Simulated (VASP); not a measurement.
Si, 8 atoms in the cell. The typed cell holds 8 atoms: a = 5.739 Å, b = 5.695 Å, c = 5.648 Å, α = 109.04°, β = 109.70°, γ = 109.76°.  This cell differs from its parent crystal: atoms moved at random and the cell strained at random.

- Program: VASP 6.6.1
- Task: single point
- Functional: PBE
- Potentials or basis: VASP PAW PBE potentials, release 64 (Si)
- Cutoff: 520 eV
- k mesh: 6 × 6 × 6
- Occupations: gaussian, width 0.1 eV
- Spin: no spin polarisation
- Dipole correction: no
- Further INCAR settings: ALGO = Normal; EDIFF = 1e-06; NBANDS = 26

Potentials or basis: VASP PAW PBE potentials, release 64 (Si).

Launch:

```sh
$ cat potpaw_PBE.64/Si/POTCAR > POTCAR
$ mpirun -np 1 vasp_std > vasp.out
```

Hardware: 1 thread of Intel(R) Xeon(R) 6975P-C (Granite Rapids), with other jobs on the host.

**Question.** Estimate the wall time of this run.

**Answer.** It took 2.5 min on 1 thread of Intel(R) Xeon(R) 6975P-C (Granite Rapids), on a shared host, peak memory 0.43 GiB. Counts: scf iterations 14, k points 112.
